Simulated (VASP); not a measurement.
Crystal: SiC (Moissanite).

```
Si C
1.0
     3.07600    0.00000    0.00000
    -1.53800    2.66389    0.00000
     0.00000    0.00000    5.04800
Si C
2 2
Direct
  0.33333 0.66667 0.00000
  0.66667 0.33333 0.50000
  0.33333 0.66667 0.38500
  0.66667 0.33333 0.88500
```

| Property | Result |
| --- | --- |
| Program | VASP 6.6.1 |
| Task | relaxation of cell and atoms |
| Functional | PBE |
| Dispersion | D4 |
| Potentials or basis | VASP PAW PBE potentials, release 64 (Si, C) |
| Cutoff | 600 eV |
| k mesh | 12 × 12 × 4 |
| Occupations | gaussian, width 0.01 eV |
| Spin | no spin polarisation |

At the start: pressure -0.7 GPa; volume 10.34 Å³/atom.

Problem. How do energy, volume and symmetry change on relaxing?

Solution. Over 7 steps the energy falls by 9.0 meV/atom and the volume is 10.29 Å³/atom (-0.5 %); space group P6_3mc (No. 186, to 0.05 Å).

The path:
```
step  energy change (eV)  largest force (eV/Å)  pressure (GPa)  volume (Å³)
   1              0.0000                0.7375           -0.72        41.36
   2             -0.0063                0.6498            0.69        41.09
   3             -0.0331                0.0636           -0.24        41.21
   4             -0.0359                0.0072            0.31        41.12
   5             -0.0359                0.0039            0.22        41.13
   6             -0.0360                0.0024           -0.17        41.20
   7             -0.0360                0.0005            0.01        41.17
```

Final structure:
```cif
data_structure
_symmetry_space_group_name_H-M 'P 1'
_symmetry_Int_Tables_number 1
_cell_length_a 3.0712
_cell_length_b 3.0712
_cell_length_c 5.0400
_cell_angle_alpha 90.000
_cell_angle_beta 90.000
_cell_angle_gamma 120.000
_cell_volume 41.17
loop_
_atom_site_label
_atom_site_type_symbol
_atom_site_fract_x
_atom_site_fract_y
_atom_site_fract_z
_atom_site_occupancy
Si1 Si 0.33333 0.66667 0.00458 1
Si2 Si 0.66667 0.33333 0.50458 1
C1 C 0.33333 0.66667 0.38042 1
C2 C 0.66667 0.33333 0.88042 1
```
